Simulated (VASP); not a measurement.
# Cd2Se3 (P6_3mc) in VASP: single point with PBE

Aim: the single point of Cd2Se3 with PBE.

Program: VASP 6.6.1. These are calculated values, not measurements. Logs are shortened: lines on timing, memory, paths and dates and some standing lists are left out, and cuts for length are marked.

## 1. The cell of the first run

The typed cell holds 10 atoms: a = 6.827 Å, b = 6.827 Å, c = 8.142 Å, α = 90.00°, β = 90.00°, γ = 120.00°.

The cell was generated, and may not be a known phase.

## 2. Single point, PBE

Input file INCAR:

```
PREC = Accurate
ENCUT = 520
EDIFF = 1E-7
ISMEAR = 0
SIGMA = 0.2
LREAL = False
LASPH = True
NELM = 100
ALGO = Normal
ISIF = 2
LWAVE = False
LCHARG = True
GGA = PE
LELF = True
LVHAR = True
NBANDS = 53
```

Input file KPOINTS:

```
Automatic mesh
0
Gamma
  3 3 2
```

Input file POSCAR:

```
Cd2Se3
1.0
    6.8266309824      0.0000000029      0.0000000000
   -3.4133154937      5.9120358516      0.0000000000
    0.0000000000      0.0000000000      8.1423476450
Cd Se
4 6
Direct
    0.3333333333      0.6666666667      0.6502666083
    0.6666666667      0.3333333333      0.1502666083
    0.3333333333      0.6666666667      0.1508619971
    0.6666666667      0.3333333333      0.6508619971
    0.5001292406      0.4998707594      0.4008334149
    0.5001292406      0.0002584813      0.4008334149
    0.9997415187      0.4998707594      0.4008334149
    0.4998707594      0.5001292406      0.9008334149
    0.4998707594      0.9997415187      0.9008334149
    0.0002584813      0.5001292406      0.9008334149
```

Potentials or basis: VASP PAW PBE potentials, release 64 (Cd, Se).

Launch:

```console
> cat potpaw_PBE.64/Cd/POTCAR potpaw_PBE.64/Se/POTCAR > POTCAR
> mpirun -np 1 vasp_std > vasp.out
```

OUTCAR:

```text
PREC = Accurate
   ENCUT = 520
   EDIFF = 1E-7
   ISMEAR = 0
   LREAL = False
   LASPH = True
   NELM = 100
   ISIF = 2
   GGA = PE

 ion  position               nearest neighbor table
   1  0.333  0.667  0.650-   5 2.83   7 2.83   6 2.83  10 2.84   9 2.84   8 2.84
   2  0.667  0.333  0.150-   8 2.83  10 2.83   9 2.83   7 2.84   6 2.84   5 2.84
   3  0.333  0.667  0.151-  10 2.83   9 2.83   8 2.83   5 2.83   7 2.83   6 2.83
   4  0.667  0.333  0.651-   7 2.83   6 2.83   5 2.83   8 2.83  10 2.83   9 2.83
   5  0.500  0.500  0.401-   1 2.83   4 2.83   3 2.83   2 2.84
   6  0.500  0.000  0.401-   1 2.83   4 2.83   3 2.83   2 2.84
   7  1.000  0.500  0.401-   1 2.83   4 2.83   3 2.83   2 2.84
   8  0.500  0.500  0.901-   2 2.83   3 2.83   4 2.83   1 2.84
   9  0.500  1.000  0.901-   2 2.83   3 2.83   4 2.83   1 2.84
  10  0.000  0.500  0.901-   2 2.83   3 2.83   4 2.83   1 2.84

  LATTYP: Found a hexagonal cell.
 ALAT       =     6.8266309824
 C/A-ratio  =     1.1927329404

  Lattice vectors:

 A1 = (   6.8266309824,   0.0000000029,   0.0000000000)
 A2 = (  -3.4133154937,   5.9120358516,   0.0000000000)
 A3 = (   0.0000000000,   0.0000000000,   8.1423476450)

Analysis of symmetry for initial positions (statically):
=====================================================================
 Subroutine PRICEL returns:
 Original cell was already a primitive cell.

 Routine SETGRP: Setting up the symmetry group for a
 hexagonal supercell.

 Subroutine GETGRP returns: Found 12 space group operations
 (whereof  6 operations were pure point group operations)
 out of a pool of 24 trial point group operations.

The static configuration has the point symmetry C_3v.
 The point group associated with its full space group is C_6v.

Analysis of symmetry for dynamics (positions and initial velocities):
=====================================================================
 Subroutine PRICEL returns:
 Original cell was already a primitive cell.

 Routine SETGRP: Setting up the symmetry group for a
 hexagonal supercell.

 Subroutine GETGRP returns: Found 12 space group operations
 (whereof  6 operations were pure point group operations)
 out of a pool of 24 trial point group operations.

The dynamic configuration has the point symmetry C_3v.
 The point group associated with its full space group is C_6v.

 Subroutine INISYM returns: Found 12 space group operations
 (whereof  6 operations are pure point group operations),
 and found     1 'primitive' translations

----------------------------------------------------------------------------------------

                                     Primitive cell

  volume of cell :     328.6193

  direct lattice vectors                    reciprocal lattice vectors
     6.826630982  0.000000003  0.000000000     0.146485141  0.084573235  0.000000000
    -3.413315494  5.912035852  0.000000000    -0.000000000  0.169146471  0.000000000
     0.000000000  0.000000000  8.142347645     0.000000000  0.000000000  0.122814702

  length of vectors
     6.826630982  6.826630982  8.142347645     0.169146471  0.169146471  0.122814702

  position of ions in fractional coordinates (direct lattice)
     0.333333333  0.666666667  0.650266608
     0.666666667  0.333333333  0.150266608
     0.333333333  0.666666667  0.150861997
     0.666666667  0.333333333  0.650861997
     0.500129241  0.499870759  0.400833415
     0.500129241  0.000258481  0.400833415
     0.999741519  0.499870759  0.400833415
     0.499870759  0.500129241  0.900833415
     0.499870759  0.999741519  0.900833415
     0.000258481  0.500129241  0.900833415

  ion indices of the primitive-cell ions
   primitive index   ion index
                 1           1
                 2           2
                 3           3
                 4           4
                 5           5
                 6           6
                 7           7
                 8           8
                 9           9
                10          10

----------------------------------------------------------------------------------------

 KPOINTS: Automatic mesh

Automatic generation of k-mesh.
 Grid dimensions read from file:
 generate k-points for:    3    3    2

 Generating k-lattice:

  Cartesian coordinates                     Fractional coordinates (reciprocal lattice)
     0.048828380  0.028191078  0.000000000     0.333333333  0.000000000  0.000000000
    -0.000000000  0.056382157  0.000000000     0.000000000  0.333333333  0.000000000
     0.000000000  0.000000000  0.061407351     0.000000000  0.000000000  0.500000000

  Length of vectors
     0.056382157  0.056382157  0.061407351

  Shift w.r.t. Gamma in fractional coordinates (k-lattice)
     0.000000000  0.000000000  0.000000000

 Subroutine IBZKPT returns following result:
 ===========================================

 Found      6 irreducible k-points:

 Following reciprocal coordinates:
            Coordinates               Weight
  0.000000  0.000000  0.000000      1.000000
  0.333333 -0.000000  0.000000      6.000000
  0.333333  0.333333  0.000000      2.000000
  0.000000  0.000000  0.500000      1.000000
  0.333333 -0.000000  0.500000      6.000000
  0.333333  0.333333  0.500000      2.000000
   k-points           NKPTS =      6   k-points in BZ     NKDIM =      6   number of bands    NBANDS=     53
   number of dos      NEDOS =    301   number of ions     NIONS =     10
   total plane-waves  NPLWV = 186624
   dimension x,y,z NGX =    54 NGY =   54 NGZ =   64
   dimension x,y,z NGXF=   108 NGYF=  108 NGZF=  128
   ions per type =               4   6
   NGX,Y,Z   is equivalent  to a cutoff of  13.15, 13.15, 13.07 a.u.
   NGXF,Y,Z  is equivalent  to a cutoff of  26.30, 26.30, 26.13 a.u.
 SYSTEM =  unknown system
   PREC   = accura    normal or accurate (medium, high low for compatibility)
   ISTART =      0    job   : 0-new  1-cont  2-samecut
   ICHARG =      2    charge: 1-file 2-atom 10-const
   ISPIN  =      1    spin polarized calculation?
   LNONCOLLINEAR =      F non collinear calculations
   LSORBIT =      F    spin-orbit coupling
   LASPH  =      T    aspherical Exc in radial PAW
   ENCUT  =  520.0 eV  38.22 Ry    6.18 a.u.  12.69 12.69 15.14*2*pi/ulx,y,z
   NELM   =    100;   NELMIN=  2; NELMDL= -5     # of ELM steps
   EDIFF  = 0.1E-06   stopping-criterion for ELM
   LREAL  =      F    real-space projection
   EDIFFG = 0.1E-05   stopping-criterion for IOM
   NSW    =      0    number of steps for IOM
   IBRION =     -1    ionic relax: 0-MD 1-quasi-New 2-CG
   NFREE  =      0    steps in history (QN), initial steepest desc. (CG)
   ISIF   =      2    stress and relaxation
   ISYM   =      2    0-nonsym 1-usesym 2-fastsym
   POTIM  = 0.5000    time-step for ionic-motion
   TEBEG  =    0.0;   TEEND  =   0.0 temperature during run
   PSTRESS=    0.0 pullay stress
   NELECT =      84.0000    total number of electrons
   NUPDOWN=      -1.0000    fix difference up-down
   EMIN   =  10.00;   EMAX   =-10.00  energy-range for DOS
   EFERMI =   0.00;   METHOD = LEGACY
   ISMEAR =     0;   SIGMA  =   0.20  broadening in eV -4-tet -1-fermi 0-gaus
   EFERMI_NEDOS =   21; number of points for ismear=-14 and -15
   IALGO  =     38    algorithm
   IMIX   =      4    mixing-type and parameters
     AMIX     =   0.40;   BMIX     =  1.00
     AMIX_MAG =   1.60;   BMIX_MAG =  1.00
  volume/ion in A,a.u.               =      32.86       221.76
  Fermi-wavevector in a.u.,A,eV,Ry     =   1.038971  1.963371 14.686963  1.079461
  Thomas-Fermi vector in A             =   2.173480
   LORBIT       =      0    0 simple, 1 ext, 2 COOP (PROOUT), +10 PAW based schemes
   GGA     = PE    functional components
   LHFCALC =     F    Hartree Fock is set to
   AEXX    =    0.0000 exact exchange contribution
   IVDW    =     0    specifies the selected vdW correction
   LEPSILON=     F    determine dielectric tensor
   LRPA    =     F    only Hartree local field effects (RPA)
 non-spin polarized calculation
 Gauss-broadening in eV      SIGMA  =   0.20
  energy-cutoff  :      520.00
  volume of cell :      328.62
 maximum number of plane-waves:      8863
 NGX is ok and might be reduce to    54
   NGX = 25   NGY = 25   NGZ = 31

 number of electron      84.0000005 magnetization

 Free energy of the ion-electron system (eV)
  ---------------------------------------------------
  ext. energy  EPLUGINS =         0.00000000
  ---------------------------------------------------
  free energy    TOTEN  =       -24.37351727 eV

  energy without entropy =      -24.34090273  energy(sigma->0) =      -24.35721000

 E-fermi :   0.4860     XC(G=0):  -7.9498

 val. band max:        0.3095879907   @ k =   0.0000   0.0000   0.0000
 cond. band min:       0.5902379074   @ k =   0.3333   0.3333   0.0000
 fundamental gap:      0.2806499166
 Fermi energy:         0.4859622590

 k-point     1 :       0.0000    0.0000    0.0000
  band No.  band energies     occupation
      1     -12.8129      2.00000
      2     -12.3546      2.00000
      3     -11.5503      2.00000
      4     -11.5503      2.00000
      5     -11.5429      2.00000
      6     -11.5429      2.00000
[... 45 lines left out ...]
     52       5.1492      0.00000
     53       5.1935      0.00000

 k-point     2 :       0.3333   -0.0000    0.0000
  band No.  band energies     occupation
      1     -12.6017      2.00000
      2     -12.1996      2.00000
      3     -11.8953      2.00000
      4     -11.7368      2.00000
      5     -11.5558      2.00000
      6     -11.5508      2.00000
[... 45 lines left out ...]
     52       5.5713      0.00000
     53       6.2874      0.00000

 k-point     3 :       0.3333    0.3333    0.0000
  band No.  band energies     occupation
      1     -12.2778      2.00000
      2     -12.2778      2.00000
      3     -11.9757      2.00000
      4     -11.9757      2.00000
      5     -11.5619      2.00000
      6     -11.5593      2.00000
[... 45 lines left out ...]
     52       6.8105      0.00000
     53       6.8155      0.00000

 k-point     4 :       0.0000    0.0000    0.5000
  band No.  band energies     occupation
      1     -12.5990      2.00000
      2     -12.5990      2.00000
      3     -11.5463      2.00000
      4     -11.5463      2.00000
      5     -11.5463      2.00000
      6     -11.5463      2.00000
[... 45 lines left out ...]
     52       5.6262      0.00000
     53       5.6262      0.00000

 k-point     5 :       0.3333   -0.0000    0.5000
  band No.  band energies     occupation
      1     -12.4115      2.00000
      2     -12.4115      2.00000
      3     -11.8155      2.00000
      4     -11.8155      2.00000
      5     -11.5529      2.00000
      6     -11.5529      2.00000
[... 45 lines left out ...]
     52       6.0404      0.00000
     53       6.1178      0.00000

 k-point     6 :       0.3333    0.3333    0.5000
  band No.  band energies     occupation
      1     -12.1338      2.00000
      2     -12.1338      2.00000
      3     -12.1288      2.00000
      4     -12.1288      2.00000
      5     -11.5602      2.00000
      6     -11.5602      2.00000
[... 45 lines left out ...]
     52       5.7093      0.00000
     53       5.7094      0.00000

------------------------ aborting loop because EDIFF is reached ----------------------------------------

  FORCE on cell =-STRESS in cart. coord.  units (eV):
  Direction    XX          YY          ZZ          XY          YZ          ZX
  --------------------------------------------------------------------------------------
  -------------------------------------------------------------------------------------
  Total       -1.0500403     -1.0500403      0.4907930     -0.0000000      0.0000000      0.0000000
  in kB       -5.1194515     -5.1194515      2.3928517     -0.0000000      0.0000000      0.0000000
  external PRESSURE =      -2.6153505 kB  Pullay stress =       0.0000000 kB

 VOLUME and BASIS-vectors are now :
 -----------------------------------------------------------------------------
  energy-cutoff  :      520.00
  volume of cell :      328.62
      direct lattice vectors                 reciprocal lattice vectors
     6.826630982  0.000000003  0.000000000     0.146485141  0.084573235  0.000000000
    -3.413315494  5.912035852  0.000000000    -0.000000000  0.169146471  0.000000000
     0.000000000  0.000000000  8.142347645     0.000000000  0.000000000  0.122814702

 POSITION                                       TOTAL-FORCE (eV/Angst)
 -----------------------------------------------------------------------------------
     -0.00000      3.94136      5.29470        -0.000000      0.000000      0.011579
      3.41332      1.97068      1.22352         0.000000      0.000000      0.011579
     -0.00000      3.94136      1.22837         0.000000      0.000000      0.007732
      3.41332      1.97068      5.29954        -0.000000      0.000000      0.007732
      1.70798      2.95525      3.26373        -0.001456      0.000841     -0.006437
      3.41332      0.00153      3.26373         0.000000     -0.001681     -0.006437
      5.11865      2.95525      3.26373         0.001456      0.000841     -0.006437
      1.70533      2.95678      7.33490         0.001456     -0.000841     -0.006437
     -0.00000      5.91051      7.33490        -0.000000      0.001681     -0.006437
     -1.70533      2.95678      7.33490        -0.001456     -0.000841     -0.006437
 -----------------------------------------------------------------------------------
    total drift:                                0.000000     -0.000000      0.003768

  FREE ENERGIE OF THE ION-ELECTRON SYSTEM (eV)
  ---------------------------------------------------
  free  energy   TOTEN  =       -24.3735172692 eV

  energy  without entropy=      -24.3409027317  energy(sigma->0) =      -24.35721000
```

It took 3 min on 1 thread of Intel Xeon Platinum 8488C (Sapphire Rapids), shared host; peak memory 0.46 GiB.

What came out:

```
Free energy            : -24.3735 eV
Pressure               : -0.3 GPa
Largest force          : 0.012 eV/Å
Band gap on the k mesh : zero (bands 42 and 43 overlap by 1.07 eV)
```

Forces in eV/Å, atoms in the order of the input:
```
Cd   0.000  0.000  0.012
Cd   0.000  0.000  0.012
Cd   0.000  0.000  0.008
Cd   0.000  0.000  0.008
Se  -0.001  0.001 -0.006
Se   0.000 -0.002 -0.006
Se   0.001  0.001 -0.006
Se   0.001 -0.001 -0.006
Se   0.000  0.002 -0.006
Se  -0.001 -0.001 -0.006
```

Levels at points of the mesh, in eV from the Fermi level:
```
           k point  band 38  band 39  band 40  band 41  band 42  band 43  band 44  band 45  band 46  band 47
(0.00, 0.00, 0.00)    -0.30    -0.30    -0.18     0.34     0.34     0.35     0.57     0.79     0.79     3.66
(0.00, 0.00, 0.50)    -1.81     0.46     0.46     0.52     0.52     0.52     0.52     0.70     0.70     2.64
```

Caveat: the k points lie up to 0.39 Å⁻¹ apart, too coarse for converged energies and pressures of a metal.

The gap in the log of VASP goes by the Fermi energy; the results here count the filled bands.